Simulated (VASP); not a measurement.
Set up this calculation in VASP 6.6.1, as the native input.

| Item | Value |
| --- | --- |
| Task | relaxation of cell and atoms |
| Functional | PBE |
| Potentials or basis | VASP PAW PBE potentials, release 64 (Sb, Bi_d, O) |
| Cutoff | 600 eV |
| k mesh | 4 × 4 × 4 |
| Occupations | gaussian, width 0.1 eV |
| Spin | no spin polarisation |
| Dipole correction | no |
| Further INCAR settings | ALGO = Normal; EDIFF = 1e-07; IBRION = 2; EDIFFG = -0.04; NSW = 90; ISIF = 3 |

The structure of BiSb4O lies in POSCAR:

```
BiSb4O
1.0
    0.0000000000      4.1952189300      4.1952189300
    4.1952189300      0.0000000000      4.1952189300
    4.1952189300      4.1952189300      0.0000000000
Sb Bi O
4 1 1
Direct
    0.6244397500      0.1266807500      0.6244397500
    0.6244397500      0.6244397500      0.1266807500
    0.6244397500      0.6244397500      0.6244397500
    0.1266807500      0.6244397500      0.6244397500
    0.2500000000      0.2500000000      0.2500000000
    0.0000000000      0.0000000000      0.0000000000
```

The cell was built from a structure type or drawn by symmetry, and may not be a known phase.

These files were run (other wordings do the same):

INCAR

```
PREC = Accurate
ENCUT = 600
EDIFF = 1E-7
ISMEAR = 0
SIGMA = 0.1
LREAL = F
LASPH = T
NELM = 60
ALGO = Normal
ISIF = 3
LWAVE = F
LCHARG = F
GGA = PE
IBRION = 2
NSW = 90
EDIFFG = -0.04
```

KPOINTS

```
regular mesh
0
Gamma
  4 4 4
```

Potentials or basis: VASP PAW PBE potentials, release 64 (Sb, Bi_d, O).

Run with:

```console
$ cat potpaw_PBE.64/Sb/POTCAR potpaw_PBE.64/Bi_d/POTCAR potpaw_PBE.64/O/POTCAR > POTCAR
$ mpirun -np 1 vasp_std > vasp.out
```

It gave:

- Relaxed volume: 27.48 Å³/atom
- Relaxed cell: a = 6.155 Å, b = 6.155 Å, c = 6.155 Å, α = 60.00°, β = 60.00°, γ = 60.00°
- Space group after relaxing (to 0.1 Å): F-43m (No. 216)
- Energy gained by relaxing: 56.7 meV/atom
- Ionic steps: 8
- Pressure after relaxing: -0.1 GPa
- Largest force after relaxing: 0.012 eV/Å
- Band gap on the k mesh: zero (an odd number of electrons rules out a gap without spin polarisation)

Caveat: spin-orbit coupling is left out, which moves the levels of the heavy elements; an odd number of electrons without spin polarisation forces a metal; a magnetic or distorted state may lie lower.

It took 3.8 min on 1 thread of AMD EPYC 9R45 (Zen 5), with other jobs on the host, peak memory 0.33 GiB.
